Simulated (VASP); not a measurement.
Input of a VASP 6.6.1 run:

INCAR

```
SYSTEM = Rh
  ALGO = Fast
  EDIFF = 1E-7
  EDIFFG = -0.01
  ENCUT = 600
  GGA = PE
  IBRION = 2
  ISIF = 3
  ISMEAR = 0
  KPAR = 4
  LASPH = .True.
  LCHARG = .False.
  LREAL = .False.
  LWAVE = .False.
  NELM = 100
  NSW = 100
  PREC = Accurate
  SIGMA = 0.1
```

Contents of KPOINTS:

```
k-points
0
Gamma
  24 24 24
  0 0 0
```

File POSCAR:

```
Rh
1.0
    1.3425440383      0.7751181619      4.6939687990
   -1.3425440383      0.7751181619      4.6939687990
    0.0000000000     -1.5502363238      4.6939687990
Rh
2
Direct
    0.0884216425      0.0884216425      0.0884216425
    0.9115783575      0.9115783575      0.9115783575
```

Potentials or basis: VASP PAW PBE potentials, release 64 (Rh_pv).

Command:

```sh
$ cat potpaw_PBE.64/Rh_pv/POTCAR > POTCAR
$ mpirun -np 4 vasp_std > vasp.out
```

Q: Estimate the band gap on the k mesh.

A: Zero (bands 15 and 16 overlap by 2.23 eV).

Q: Predict the space group after relaxing (to 0.1 Å).

A: R-3m (No. 166).

Q: What does it give for the relaxed volume?

A: 14.63 Å³/atom.

Forces on the atoms (eV/Å):
```
Rh   0.000  0.000 -0.006
Rh   0.000  0.000  0.006
```
